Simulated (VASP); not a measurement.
# TaC (Fm-3m) in VASP: a series of runs, part 2 of 2

VASP 6.6.1.

## 3. Single point, PBE

This run uses another cell than the first one, of 11.32 Å³/atom.

The input, INCAR:

```
SYSTEM = TaC
PREC = Accurate
ENCUT = 600
EDIFF = 1E-6
ISMEAR = -1
SIGMA = 0.1
LREAL = .FALSE.
LASPH = .TRUE.
NELM = 120
ALGO = Normal
ISIF = 2
LWAVE = .FALSE.
LCHARG = .FALSE.
GGA = PE
NBANDS = 14
GGA_COMPAT = .FALSE.
```

The input, KPOINTS:

```
Automatic mesh
0
G
  11 11 11
  0 0 0
```

The input, POSCAR:

```
TaC
1.0
    0.0000000000      2.2450113325      2.2450113325
    2.2450113325      0.0000000000      2.2450113325
    2.2450113325      2.2450113325      0.0000000000
Ta C
1 1
Direct
    0.0000000000      0.0000000000      0.0000000000
    0.5000000000      0.5000000000      0.5000000000
```

Potentials or basis: VASP PAW PBE potentials, release 64 (Ta_pv, C).

Launch:

```
$ cat potpaw_PBE.64/Ta_pv/POTCAR potpaw_PBE.64/C/POTCAR > POTCAR
$ mpirun -np 1 vasp_std > vasp.out
```

OUTCAR:

```text
SYSTEM = TaC
   PREC = Accurate
   ENCUT = 600
   EDIFF = 1E-6
   ISMEAR = -1
   LREAL = .FALSE.
   LASPH = .TRUE.
   NELM = 120
   ISIF = 2
   GGA = PE

 ion  position               nearest neighbor table
   1  0.000  0.000  0.000-   2 2.25   2 2.25   2 2.25   2 2.25   2 2.25   2 2.25
   2  0.500  0.500  0.500-   1 2.25   1 2.25   1 2.25   1 2.25   1 2.25   1 2.25

  LATTYP: Found a face centered cubic cell.
 ALAT       =     4.4900226650

  Lattice vectors:

 A1 = (   0.0000000000,   2.2450113325,   2.2450113325)
 A2 = (   2.2450113325,   0.0000000000,   2.2450113325)
 A3 = (   2.2450113325,   2.2450113325,   0.0000000000)

Analysis of symmetry for initial positions (statically):
=====================================================================
 Subroutine PRICEL returns:
 Original cell was already a primitive cell.

 Routine SETGRP: Setting up the symmetry group for a
 face centered cubic supercell.

 Subroutine GETGRP returns: Found 48 space group operations
 (whereof 48 operations were pure point group operations)
 out of a pool of 48 trial point group operations.

The static configuration has the point symmetry O_h .

Analysis of symmetry for dynamics (positions and initial velocities):
[... 165 lines left out ...]

 k-point     1 :       0.0000    0.0000    0.0000
  band No.  band energies     occupation
      1     -26.9744      2.00000
      2     -26.9744      2.00000
      3     -26.9744      2.00000
      4      -6.4970      2.00000
      5       6.8705      2.00000
      6       6.8705      2.00000
      7       6.8705      2.00000
      8       7.6897      1.98913
      9       7.6897      1.98913
     10       7.6897      1.98913
     11       8.7898      0.00609
     12       8.7898      0.00609
     13      14.4578      0.00000
     14      18.1849      0.00000
[... 377 lines left out ...]
      1     -27.3357      2.00000
      2     -27.1201      2.00000
      3     -27.0046      2.00000
      4      -4.4560      2.00000
      5       2.3648      2.00000
      6       3.6426      2.00000
      7       3.9918      2.00000
      8       8.1932      1.08743
      9      10.1934      0.00000
     10      10.2857      0.00000
     11      11.7635      0.00000
     12      16.0321      0.00000
     13      16.9494      0.00000
     14      21.0635      0.00000

 [... further k-points ...]
[... 5 lines left out ...]
  --------------------------------------------------------------------------------------
  -------------------------------------------------------------------------------------
  Total       -0.3479464     -0.3479464     -0.3479464      0.0000000      0.0000000      0.0000000
  in kB      -24.6341360    -24.6341360    -24.6341360      0.0000000      0.0000000      0.0000000
  external PRESSURE =     -24.6341360 kB  Pullay stress =       0.0000000 kB

 VOLUME and BASIS-vectors are now :
 -----------------------------------------------------------------------------
  energy-cutoff  :      600.00
  volume of cell :       22.63
      direct lattice vectors                 reciprocal lattice vectors
     0.000000000  2.245011332  2.245011332    -0.222716025  0.222716025  0.222716025
     2.245011332  0.000000000  2.245011332     0.222716025 -0.222716025  0.222716025
     2.245011332  2.245011332  0.000000000     0.222716025  0.222716025 -0.222716025

 POSITION                                       TOTAL-FORCE (eV/Angst)
 -----------------------------------------------------------------------------------
      0.00000      0.00000      0.00000        -0.000000      0.000000     -0.000000
      2.24501      2.24501      2.24501         0.000000     -0.000000      0.000000
 -----------------------------------------------------------------------------------
    total drift:                                0.000000      0.000000      0.000000

  FREE ENERGIE OF THE ION-ELECTRON SYSTEM (eV)
  ---------------------------------------------------
  free  energy   TOTEN  =       -22.2126223048 eV

  energy  without entropy=      -22.1909538724  energy(sigma->0) =      -22.20178809
```

OSZICAR:

```text
N       E                     dE             d eps       ncg     rms          rms(c)
DAV:   1     0.882363954443E+02    0.88236E+02   -0.85551E+03  1568   0.117E+03
DAV:   2    -0.227081164574E+02   -0.11094E+03   -0.10560E+03  1874   0.304E+02
DAV:   3    -0.256781446006E+02   -0.29700E+01   -0.29397E+01  1892   0.444E+01
DAV:   4    -0.256962906098E+02   -0.18146E-01   -0.18142E-01  1766   0.380E+00
DAV:   5    -0.256963902877E+02   -0.99678E-04   -0.99676E-04  1856   0.269E-01    0.235E+01
DAV:   6    -0.222729331664E+02    0.34235E+01   -0.78034E+00  1818   0.251E+01    0.836E+00
DAV:   7    -0.222422913453E+02    0.30642E-01   -0.46264E-01  1934   0.498E+00    0.582E+00
DAV:   8    -0.222197246194E+02    0.22567E-01   -0.11693E-01  1862   0.274E+00    0.158E+00
DAV:   9    -0.222126240301E+02    0.71006E-02   -0.15352E-02  1760   0.854E-01    0.136E-01
DAV:  10    -0.222126453604E+02   -0.21330E-04   -0.79973E-04  2144   0.312E-01    0.297E-02
DAV:  11    -0.222126229574E+02    0.22403E-04   -0.47012E-05  1720   0.692E-02    0.721E-03
DAV:  12    -0.222126223048E+02    0.65258E-06   -0.46384E-06  1964   0.187E-02
   1 F= -.22212622E+02 E0= -.22201788E+02  d E =-.216684E-01
```

It took 24 s on 1 thread of Intel Xeon Platinum 8488C (Sapphire Rapids), shared host; peak memory 0.17 GiB.

What came out:

```yaml
Free_energy: -22.2126 eV
Pressure: -2.5 GPa
Band_gap_on_the_k_mesh: zero (an odd number of electrons rules out a gap without spin polarisation)
```

Caveat: spin-orbit coupling is left out, which moves the levels of the heavy elements.

## 4. Single point, PBE

This run uses another cell than the first one, of 11.64 Å³/atom.

The input, INCAR:

```
  PREC = Accurate
  ENCUT = 600
  EDIFF = 1E-6
  ISMEAR = -1
  SIGMA = 0.1
  LREAL = F
  LASPH = T
  NELM = 120
  ALGO = Normal
  ISIF = 2
  LWAVE = F
  LCHARG = F
  GGA = PE
  NBANDS = 14
  GGA_COMPAT = F
```

The input, KPOINTS:

```
regular mesh
0
Gamma
  11 11 11
```

The input, POSCAR:

```
TaC
1.0
    0.0000000000      2.2665993042      2.2665993042
    2.2665993042      0.0000000000      2.2665993042
    2.2665993042      2.2665993042      0.0000000000
Ta C
1 1
Direct
    0.0000000000      0.0000000000      0.0000000000
    0.5000000000      0.5000000000      0.5000000000
```

Launch:

```
$ cat potpaw_PBE.64/Ta_pv/POTCAR potpaw_PBE.64/C/POTCAR > POTCAR
$ mpirun -np 1 vasp_std > vasp.out
```

Wall time 18 s (1 thread of Intel Xeon Platinum 8488C (Sapphire Rapids), shared host); peak memory 0.17 GiB.

It converged, with:

| Item | Value |
| --- | --- |
| Free energy | -22.1853 eV |
| Pressure | -10.9 GPa |
| Band gap on the k mesh | zero (an odd number of electrons rules out a gap without spin polarisation) |

Levels at points of the mesh, in eV from the Fermi level:
| k point | band 6 | band 7 | band 8 | band 9 | band 10 | band 11 |
| --- | --- | --- | --- | --- | --- | --- |
| (0.00, 0.00, 0.00) | -1.29 | -1.29 | -0.50 | -0.50 | -0.50 | 0.55 |

Caveat: the cell stands under tension; spin-orbit coupling is left out, which moves the levels of the heavy elements.

## 5. Summary

| cell | gap on the mesh (eV) | pressure (GPa) |
| --- | --- | --- |
| a = 3.144 Å, angles 60.0°, 2 atoms | none | 7.4 |
| a = 3.175 Å, angles 60.0°, 2 atoms | none | -2.5 |
| a = 3.205 Å, angles 60.0°, 2 atoms | none | -10.9 |

Alike in all rows: task single point; level PBE; potentials or basis VASP PAW PBE potentials, release 64 (Ta_pv, C); no spin polarisation; k mesh 11 × 11 × 11; cutoff (eV) 600; smearing fermi-dirac 0.1 eV.

Caveats: spin-orbit coupling is left out, which moves the levels of the heavy elements; the cell stands under pressure (at least some runs); the cell stands under tension (at least some runs).

Absolute energies hang on the potentials; compare differences alone.
